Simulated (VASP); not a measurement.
# CeO2: single point with PBEsol

Crystal: CeO2.

```xyz
3
Lattice="0.0000 2.6812 2.6812 2.6812 0.0000 2.6812 2.6812 2.6812 0.0000" Properties=species:S:1:pos:R:3 pbc="T T T"
Ce    0.0000    0.0000    0.0000
O     1.3406    1.3406    1.3406
O     4.0217    4.0217    4.0217
```

```
Program             : VASP 6.6.1
Task                : single point
Functional          : PBEsol
Potentials or basis : VASP PAW PBE potentials, release 64 (Ce, O)
Cutoff              : 600 eV
k mesh              : 6 × 6 × 6
Occupations         : gaussian, width 0.03 eV
Spin                : no spin polarisation
```

| Item | Value |
| --- | --- |
| Pressure | 3.9 GPa |
| Band gap on the k mesh | 2.15 eV (least direct gap 2.23 eV) |

Levels at points of the mesh, in eV from the valence-band top:
| k point | band 10 | band 11 | band 12 | band 13 | band 14 | band 15 |
| --- | --- | --- | --- | --- | --- | --- |
| (0.00, 0.00, 0.00) | -0.56 | -0.56 | -0.56 | 2.50 | 2.50 | 2.50 |
| (0.50, 0.00, 0.00) | -1.16 | -0.72 | -0.72 | 2.15 | 2.36 | 2.36 |
| (0.50, 0.50, 0.00) | -0.76 | -0.76 | -0.57 | 2.18 | 2.31 | 2.31 |

Run time: 19 s on 1 thread of Intel(R) Xeon(R) 6975P-C (Granite Rapids), on a shared host, peak memory 0.19 GiB.

Caveat: the cell stands under pressure; the PAW data sets were made with another functional, which shifts forces and pressure a little; spin-orbit coupling is left out, which moves the levels of the heavy elements. A k mesh can miss the band edges.
